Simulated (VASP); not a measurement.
Wanted: the native input for a VASP 6.6.1 run.

| Property | Result |
| --- | --- |
| Task | single point |
| Functional | PBE |
| Dispersion | D3(BJ) |
| Potentials or basis | VASP PAW PBE potentials, release 64 (Te) |
| Cutoff | 520 eV |
| k mesh | 9 × 9 × 1 |
| Occupations | gaussian, width 0.1 eV |
| Spin | no spin polarisation |
| Dipole correction | yes |
| Further INCAR settings | ALGO = Normal; EDIFF = 1e-06; NBANDS = 27 |

The structure of Te lies in POSCAR:

```
Te
1.0
    4.3181152236      0.0000000000      0.0000000000
   -2.1590576118      3.7395974801      0.0000000000
    0.0000000000      0.0000000000     24.9445343752
Te
6
Direct
    0.0023465167      0.3359801877      0.3079139182
    0.3350696026      0.0044615596      0.3792666194
    0.6676836867      0.6697288226      0.4507021756
   -0.0020503881      0.3302747006      0.5492964167
    0.3305936200     -0.0044689857      0.6207333129
    0.6663569620      0.6640237152      0.6920875572
```

These files were run (other wordings do the same):

INCAR

```
  ALGO = Normal
  DIPOL = 0.5 0.5 0.500
  EDIFF = 1E-6
  ENCUT = 520
  GGA = PE
  IDIPOL = 3
  ISIF = 2
  ISMEAR = 0
  IVDW = 12
  LASPH = T
  LCHARG = T
  LDIPOL = T
  LELF = T
  LREAL = F
  LVACPOTAV = T
  LVHAR = T
  LWAVE = F
  NBANDS = 27
  NELM = 100
  PREC = Accurate
  SIGMA = 0.1
```

KPOINTS

```
k-points
0
Gamma
  9 9 1
```

Potentials or basis: VASP PAW PBE potentials, release 64 (Te).

Command:

```console
$ cat potpaw_PBE.64/Te/POTCAR > POTCAR
$ mpirun -np 1 vasp_std > vasp.out
```

Results of the run:

* Largest force: 0.016 eV/Å
* Band gap on the k mesh: 0.31 eV, indirect (least direct gap 0.70 eV)
* Dispersion energy per atom: -0.369 eV

Caveat: spin-orbit coupling is left out, which moves the levels of the heavy elements.

Wall time 16 min on 1 thread of Intel(R) Xeon(R) Platinum 8375C CPU @ 2.90GHz (Ice Lake), with other jobs on the host, peak memory 0.64 GiB.
